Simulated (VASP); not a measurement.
Runs of VASP 6.6.1 on TiSi2. The structure is that of space group Cmcm (No. 63), or close to it. The cells are those of the table. 

| cell | gap on the mesh (eV) | pressure (GPa) | largest force (eV/Å) |
| --- | --- | --- | --- |
| a = 6.623, b = 6.623, c = 3.577 Å, angles 90.0, 90.0, 148.9°, 6 atoms | none | 8.8 | 0.75 |
| a = 7.018, b = 7.018, c = 3.674 Å, angles 90.0, 90.0, 149.9°, 6 atoms | none | -6.8 | 0.05 |
| a = 7.269, b = 7.269, c = 3.508 Å, angles 90.0, 90.0, 152.3°, 6 atoms | none | 1.7 | 0.44 |
| a = 7.407, b = 7.407, c = 3.508 Å, angles 90.0, 90.0, 152.9°, 6 atoms | none | -0.3 | 0.58 |
| a = 7.278, b = 7.278, c = 3.648 Å, angles 90.0, 90.0, 151.2°, 6 atoms | none | (b) | 0.30 |
| a = 7.141, b = 7.141, c = 3.579 Å, angles 90.0, 90.0, 151.2°, 6 atoms | none | (a) | 0.19 |
| a = 7.322, b = 7.322, c = 3.601 Å, angles 90.0, 90.0, 151.8°, 6 atoms | none | -6.3 | 0.39 |
| a = 7.094, b = 7.094, c = 3.555 Å, angles 90.0, 90.0, 151.2°, 6 atoms | none | 0.4 | 0.15 |
| a = 7.034, b = 7.034, c = 3.459 Å, angles 90.0, 90.0, 151.8°, 6 atoms | none | 10.9 | 0.18 |
| a = 7.105, b = 7.105, c = 3.697 Å, angles 90.0, 90.0, 150.1°, 6 atoms | none | (c) | 0.11 |
| a = 7.070, b = 7.070, c = 3.412 Å, angles 90.0, 90.0, 152.3°, 6 atoms | none | 15.9 | 0.32 |
| a = 6.971, b = 6.971, c = 3.627 Å, angles 90.0, 90.0, 150.1°, 6 atoms | none | -2.9 | 0.10 |

Alike in all rows: task single point; level PBE; potentials or basis VASP PAW PBE potentials, release 64 (Ti_sv, Si); no spin polarisation; k mesh 12 × 12 × 12; cutoff (eV) 520; smearing gaussian 0.15 eV.

Estimate the missing entries.

(a) -2.2; (b) -8.6; (c) -9.2.

Caveats: the stress differs along the axes, from 4 to 18 GPa (at least some runs); the stress differs along the axes, from -9 to -3 GPa (at least some runs); the stress differs along the axes, from -7 to 6 GPa (at least some runs); the stress differs along the axes, from -10 to 5 GPa (at least some runs); the cell stands under tension (at least some runs); the stress differs along the axes, from -10 to -4 GPa (at least some runs); the stress differs along the axes, from 3 to 16 GPa (at least some runs).

A gap of «none» marks levels without a gap at the run's occupations.
